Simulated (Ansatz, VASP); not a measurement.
One calculation of Ba2Au3, two programs

```xyz
5
Lattice="5.2684 0.0000 0.0000 0.0000 5.2684 0.0000 0.0000 0.0000 5.2684" Properties=species:S:1:pos:R:3 pbc="T T T"
Ba    2.6342    2.6342    2.6342
Ba    0.0000    0.0000    0.0000
Au    0.0000    2.6342    2.6342
Au    2.6342    0.0000    2.6342
Au    2.6342    2.6342    0.0000
```

Alike in both runs: task single point; functional PBE; k mesh 4 × 4 × 4; occupations gaussian, width 0.1 eV; no spin polarisation.

|  | VASP | Ansatz |
| --- | --- | --- |
| version | VASP 6.6.1 | Ansatz 0.2.0 |
| potentials or method | VASP PAW PBE potentials, release 64 (Ba_sv, Au), cutoff 520 eV | scalar-relativistic, plane waves, PAW |
| valence electrons in the cell | 53 | 77 |

|  | VASP | Ansatz | Ansatz less VASP |
| --- | --- | --- | --- |
| gap on the k mesh at the Fermi level (eV) | none | none | - |
| pressure (GPa) | 19.4 | 17.0 | -2.40 |

A gap of «none» marks a metal or a gap that the smearing closes. VASP's potentials hold 53 valence electrons a cell and Ansatz's 77, so a difference there can come from the potentials and not from the codes.

Neither program's run includes spin-orbit coupling.
